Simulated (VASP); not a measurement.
A run of VASP 6.6.1 is set up as follows.

File POSCAR:

```
ZrS
1.0
    0.0000000000      2.6908384368      2.5340905666
    2.6908384368      0.0000000000      2.5340905666
    2.6908384368      2.6908384368      0.0000000000
Zr S
1 1
Direct
    0.0000000000      0.0000000000      0.0000000000
    0.5000000000      0.5000000000      0.5000000000
```

The input INCAR.step1:

```
PREC = Accurate
ENCUT = 520
ISMEAR = 0
SIGMA = 0.15
LREAL = F
LASPH = T
NELM = 100
NBANDS = 16
GGA = PE
ALGO = Normal
EDIFF = 1E-4
LWAVE = T
LCHARG = F
```

The input INCAR.step2:

```
PREC = Accurate
ENCUT = 520
EDIFF = 1E-6
ISMEAR = 0
SIGMA = 0.15
LREAL = F
LASPH = T
NELM = 100
ALGO = Normal
ISIF = 2
LWAVE = F
LCHARG = T
METAGGA = R2SCAN
LMIXTAU = T
LELF = T
LVHAR = T
NBANDS = 16
ISTART = 1
```

File KPOINTS:

```
Automatic mesh
0
Gamma
  20 20 20
```

Potentials or basis: VASP PAW PBE potentials, release 64 (Zr_sv, S).

The run is started by

```sh
$ cat potpaw_PBE.64/Zr_sv/POTCAR potpaw_PBE.64/S/POTCAR > POTCAR
$ cp INCAR.step1 INCAR
$ mpirun -np 1 vasp_std > vasp.out
$ cp INCAR.step2 INCAR
$ mpirun -np 1 vasp_std > vasp.out
```

(1) What does it give for the band gap on the k mesh?

(2) Estimate the pressure.

Results:

(1) zero (bands 9 and 10 overlap by 2.93 eV).

(2) -2.5 GPa.

Caveat: the cell differs from its parent crystal (strain +0.030 along x and y, -0.030 along z); the PAW data sets were made with another functional, which shifts forces and pressure a little.
